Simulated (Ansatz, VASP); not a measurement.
# Two plane-wave programs on C

```xyz
10
Lattice="0.0000 1.4232 -3.3614 -2.4650 0.0000 0.0000 2.0542 10.3696 2.5138" Properties=species:S:1:pos:R:3 pbc="T T T"
C     0.9860    8.8236    1.0077
C    -1.4790    1.7078   -2.3537
C    -0.2465    3.8425   -2.3537
C    -1.4790    4.5541    1.0077
C    -0.2465    6.6889    1.0077
C    -0.2465    2.4194   -2.3523
C    -1.4790    3.1310    1.0091
C    -0.2465    5.2657    1.0091
C    -1.4790    7.4005    1.0091
C    -0.2465    9.5352    1.0091
```

Alike in both runs: task single point; functional PBE; dispersion D3(BJ); k mesh 7 × 11 × 3; occupations gaussian, width 0.05 eV; no spin polarisation.

|  | VASP | Ansatz |
| --- | --- | --- |
| version | VASP 6.6.1 | Ansatz 0.2.0 |
| potentials or method | VASP PAW PBE potentials, release 64 (C), cutoff 520 eV | scalar-relativistic, plane waves, PAW |
| valence electrons in the cell | 40 | 40 |

Ansatz gave:

```
gap on the k mesh at the Fermi level (eV)                     : none
pressure (GPa)                                                : -3.7
traceless stress, the component that is largest in VASP (GPa) : -2.92
rms of the force components (eV/Å)                            : 0.685
```

Problem. What did VASP give for the same quantities?

Solution. gap on the k mesh at the Fermi level (eV): none; pressure (GPa): -3.3; traceless stress, the component that is largest in VASP (GPa): -2.93; rms of the force components (eV/Å): 0.683.

Atom by atom the forces differ by 0.012 eV/Å (rms over components). A gap of «none» marks a metal or a gap that the smearing closes.
